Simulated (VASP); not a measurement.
# Te (P3_121) in VASP: notebook, part 2 of 2

VASP 6.6.1. The steps go on from the part before.

## Step 4: Single point, PBEsol (volume scaled by 0.98)

INCAR reads:

```
SYSTEM = Te
  PREC = Accurate
  ENCUT = 520
  EDIFF = 1E-6
  ISMEAR = -1
  SIGMA = 0.05
  LREAL = .FALSE.
  LASPH = .TRUE.
  NELM = 100
  ALGO = Normal
  ISIF = 2
  LWAVE = .FALSE.
  LCHARG = .FALSE.
  GGA = PS
  NBANDS = 16
```

KPOINTS reads:

```
Automatic mesh
0
G
  7 7 5
  0 0 0
```

POSCAR reads:

```
Te
1.0
    4.4241064818      0.0000000000      0.0000000000
   -2.2120532409      3.8313886024      0.0000000000
    0.0000000000      0.0000000000      5.8842404128
Te
3
Direct
    0.7310000000      0.7310000000      0.0000000000
    0.0000000000      0.2690000000      0.6666666667
    0.2690000000      0.0000000000      0.3333333333
```

Potentials or basis: VASP PAW PBE potentials, release 64 (Te).

On the command line:

```console
$ cat potpaw_PBE.64/Te/POTCAR > POTCAR
$ mpirun -np 1 vasp_std > vasp.out
```

OUTCAR:

```text
SYSTEM = Te
   PREC = Accurate
   ENCUT = 520
   EDIFF = 1E-6
   ISMEAR = -1
   LREAL = .FALSE.
   LASPH = .TRUE.
   NELM = 100
   ISIF = 2
   GGA = PS

 ion  position               nearest neighbor table
   1  0.731  0.731  0.000-   3 2.85   2 2.85   3 3.45   2 3.45   2 3.45   3 3.45
   2  0.000  0.269  0.667-   1 2.85   3 2.85   1 3.45   1 3.45   3 3.45   3 3.45
   3  0.269  0.000  0.333-   1 2.85   2 2.85   1 3.45   1 3.45   2 3.45   2 3.45

  LATTYP: Found a hexagonal cell.
 ALAT       =     4.4241064818
 C/A-ratio  =     1.3300404131

  Lattice vectors:

[... 633 lines left out ...]
      6       2.7211      2.00000
[... 8 lines left out ...]
     15      11.9708      0.00000
     16      12.6358      0.00000

 [... further k-points ...]
[... 5 lines left out ...]
  --------------------------------------------------------------------------------------
  -------------------------------------------------------------------------------------
  Total       -0.0684166     -0.0684166      0.4059981      0.0000000      0.0000000      0.0000000
  in kB       -1.0990055     -1.0990055      6.5217232      0.0000000      0.0000000      0.0000000
  external PRESSURE =       1.4412374 kB  Pullay stress =       0.0000000 kB

 VOLUME and BASIS-vectors are now :
 -----------------------------------------------------------------------------
  energy-cutoff  :      520.00
  volume of cell :       99.74
      direct lattice vectors                 reciprocal lattice vectors
     4.424106482  0.000000000  0.000000000     0.226034343  0.130500989  0.000000000
    -2.212053241  3.831388602  0.000000000     0.000000000  0.261001977  0.000000000
     0.000000000  0.000000000  5.884240413     0.000000000  0.000000000  0.169945470

 POSITION                                       TOTAL-FORCE (eV/Angst)
 -----------------------------------------------------------------------------------
      1.61701      2.80075      0.00000        -0.118122     -0.204594      0.000000
     -0.59504      1.03064      3.92283        -0.118122      0.204594      0.000000
      1.19008      0.00000      1.96141         0.236244     -0.000000      0.000000
 -----------------------------------------------------------------------------------
    total drift:                                0.000000     -0.000000      0.000000

  FREE ENERGIE OF THE ION-ELECTRON SYSTEM (eV)
  ---------------------------------------------------
  free  energy   TOTEN  =       -10.5510649001 eV

  energy  without entropy=      -10.5509445554  energy(sigma->0) =      -10.55100473
```

OSZICAR:

```text
N       E                     dE             d eps       ncg     rms          rms(c)
DAV:   1     0.706693297046E+02    0.70669E+02   -0.65201E+03  1024   0.902E+02
DAV:   2    -0.592862803677E+01   -0.76598E+02   -0.72629E+02  1344   0.135E+02
DAV:   3    -0.105047559551E+02   -0.45761E+01   -0.45491E+01  1240   0.369E+01
DAV:   4    -0.105849344438E+02   -0.80178E-01   -0.80161E-01  1520   0.568E+00
DAV:   5    -0.105859056498E+02   -0.97121E-03   -0.97120E-03  1392   0.538E-01    0.132E+01
DAV:   6    -0.105604412250E+02    0.25464E-01   -0.16137E-02  1312   0.724E-01    0.829E+00
DAV:   7    -0.105517002755E+02    0.87409E-02   -0.35255E-02  1232   0.105E+00    0.274E-01
DAV:   8    -0.105510449278E+02    0.65535E-03   -0.63253E-03  1200   0.434E-01    0.136E-01
DAV:   9    -0.105510616703E+02   -0.16743E-04   -0.16622E-04  1528   0.829E-02    0.974E-02
DAV:  10    -0.105510696191E+02   -0.79489E-05   -0.23320E-05  1288   0.299E-02    0.138E-02
DAV:  11    -0.105510648643E+02    0.47548E-05   -0.10867E-05  1240   0.195E-02    0.609E-03
DAV:  12    -0.105510649001E+02   -0.35778E-07   -0.10562E-06   880   0.606E-03
   1 F= -.10551065E+02 E0= -.10551005E+02  d E =-.120345E-03
```

Wall time 38 s (1 thread of AMD EPYC 9R45 (Zen 5), shared host); peak memory 0.21 GiB.

Results:

* Free energy: -10.5511 eV
* Pressure: 0.1 GPa
* Largest force: 0.236 eV/Å
* Band gap on the k mesh: 0.58 eV, indirect (least direct gap 0.77 eV)

Forces in eV/Å, atoms in the order of the input:
```
Te  -0.118 -0.205  0.000
Te  -0.118  0.205  0.000
Te   0.236  0.000  0.000
```

Stress tensor (GPa, compression positive):
```
-0.11  0.00  0.00
 0.00 -0.11  0.00
 0.00  0.00  0.65
```

Caveat: the PAW data sets were made with another functional, which shifts forces and pressure a little; spin-orbit coupling is left out, which moves the levels of the heavy elements.

## Step 5: Single point, PBEsol (volume scaled by 1.02)

INCAR reads:

```
SYSTEM = Te
  PREC = Accurate
  ENCUT = 520
  EDIFF = 1E-6
  ISMEAR = -1
  SIGMA = 0.05
  LREAL = .False.
  LASPH = .True.
  NELM = 100
  ALGO = Normal
  ISIF = 2
  LWAVE = .False.
  LCHARG = .False.
  GGA = PS
  NBANDS = 16
```

KPOINTS reads:

```
regular mesh
0
Gamma
  7 7 5
  0 0 0
```

POSCAR reads:

```
Te
1.0
    4.4834975484      0.0000000000      0.0000000000
   -2.2417487742      3.8828227747      0.0000000000
    0.0000000000      0.0000000000      5.9632329314
Te
3
Direct
    0.7310000000      0.7310000000      0.0000000000
    0.0000000000      0.2690000000      0.6666666667
    0.2690000000      0.0000000000      0.3333333333
```

On the command line:

```console
$ cat potpaw_PBE.64/Te/POTCAR > POTCAR
$ mpirun -np 1 vasp_std > vasp.out
```

Wall time 42 s (1 thread of AMD EPYC 9R45 (Zen 5), shared host); peak memory 0.21 GiB.

The run converged. Its results:

| Item | Value |
| --- | --- |
| Free energy | -10.5294 eV |
| Pressure | -1.8 GPa |
| Largest force | 0.023 eV/Å |
| Band gap on the k mesh | 0.59 eV, indirect (least direct gap 0.75 eV) |

Forces in eV/Å, atoms in the order of the input:
```
Te  -0.011 -0.020  0.000
Te  -0.011  0.020  0.000
Te   0.023  0.000  0.000
```

Stress tensor (GPa, compression positive):
```
-1.73  0.00  0.00
 0.00 -1.73  0.00
 0.00  0.00 -1.86
```

Levels at points of the mesh, in eV from the valence-band top:
| k point | band 7 | band 8 | band 9 | band 10 | band 11 | band 12 |
| --- | --- | --- | --- | --- | --- | --- |
| (0.00, 0.00, 0.00) | -1.47 | -1.47 | -0.65 | 1.14 | 1.14 | 1.73 |

Caveat: the PAW data sets were made with another functional, which shifts forces and pressure a little; spin-orbit coupling is left out, which moves the levels of the heavy elements.

## Step 6: Single point, PBEsol (volume scaled by 1.04)

INCAR reads:

```
ALGO     = Normal         # electronic algorithm
EDIFF    = 1E-6           # SCF threshold, eV
ENCUT    = 520            # plane-wave cutoff, eV
GGA      = PS             # functional
ISIF     = 2              # what is computed and relaxed
ISMEAR   = -1             # smearing method
LASPH    = T              # aspherical terms in the spheres
LCHARG   = F              # write CHGCAR
LREAL    = F              # projectors in reciprocal space
LWAVE    = F              # write WAVECAR
NBANDS   = 16             # bands
NELM     = 60             # most SCF steps
PREC     = Accurate       # precision mode
SIGMA    = 0.05           # smearing width, eV
```

KPOINTS reads:

```
k-points
0
Gamma
  7 7 5
```

POSCAR reads:

```
Te
1.0
    4.5126119846      0.0000000000      0.0000000000
   -2.2563059923      3.9080366161      0.0000000000
    0.0000000000      0.0000000000      6.0019563082
Te
3
Direct
    0.7310000000      0.7310000000      0.0000000000
    0.0000000000      0.2690000000      0.6666666667
    0.2690000000      0.0000000000      0.3333333333
```

Potentials or basis: VASP PAW PBE potentials, release 64 (Te).

On the command line:

```console
$ cat potpaw_PBE.64/Te/POTCAR > POTCAR
$ mpirun -np 1 vasp_std > vasp.out
```

It took 43 s on 1 thread of AMD EPYC 9R45 (Zen 5), shared host; peak memory 0.21 GiB.

It converged, with:

```yaml
Free_energy: -10.5017 eV
Pressure: -2.6 GPa
Largest_force: 0.073 eV/Å
Band_gap_on_the_k_mesh: 0.60 eV, indirect (least direct gap 0.74 eV)
```

Forces in eV/Å, atoms in the order of the input:
```
Te   0.037  0.063  0.000
Te   0.037 -0.063  0.000
Te  -0.073  0.000  0.000
```

Stress tensor (GPa, compression positive):
```
-2.41  0.00  0.00
 0.00 -2.41  0.00
 0.00  0.00 -2.91
```

Levels at points of the mesh, in eV from the valence-band top:
```csv
k point,band 7,band 8,band 9,band 10,band 11,band 12
"(0.00, 0.00, 0.00)",-1.42,-1.42,-0.61,1.12,1.12,1.72
```

Caveat: the PAW data sets were made with another functional, which shifts forces and pressure a little; spin-orbit coupling is left out, which moves the levels of the heavy elements. A k mesh can miss the band edges.

## Step 7: Summary

| cell | gap on the mesh (eV) | pressure (GPa) | largest force (eV/Å) |
| --- | --- | --- | --- |
| a = 4.363, b = 4.363, c = 5.803 Å, angles 90.0, 90.0, 120.0°, 3 atoms | 0.56 | 2.6 | 0.48 |
| a = 4.394, b = 4.394, c = 5.844 Å, angles 90.0, 90.0, 120.0°, 3 atoms | 0.57 | 1.3 | 0.35 |
| a = 4.424, b = 4.424, c = 5.884 Å, angles 90.0, 90.0, 120.0°, 3 atoms | 0.58 | 0.1 | 0.24 |
| a = 4.483, b = 4.483, c = 5.963 Å, angles 90.0, 90.0, 120.0°, 3 atoms | 0.59 | -1.8 | 0.02 |
| a = 4.513, b = 4.513, c = 6.002 Å, angles 90.0, 90.0, 120.0°, 3 atoms | 0.60 | -2.6 | 0.07 |

Alike in all rows: task single point; level PBEsol; potentials or basis VASP PAW PBE potentials, release 64 (Te); no spin polarisation; k mesh 7 × 7 × 5; cutoff (eV) 520; smearing fermi-dirac 0.05 eV.

Caveats: the PAW data sets were made with another functional, which shifts forces and pressure a little; spin-orbit coupling is left out, which moves the levels of the heavy elements.

Total energies depend on the potentials used, so only differences within one code and one set of settings carry meaning.
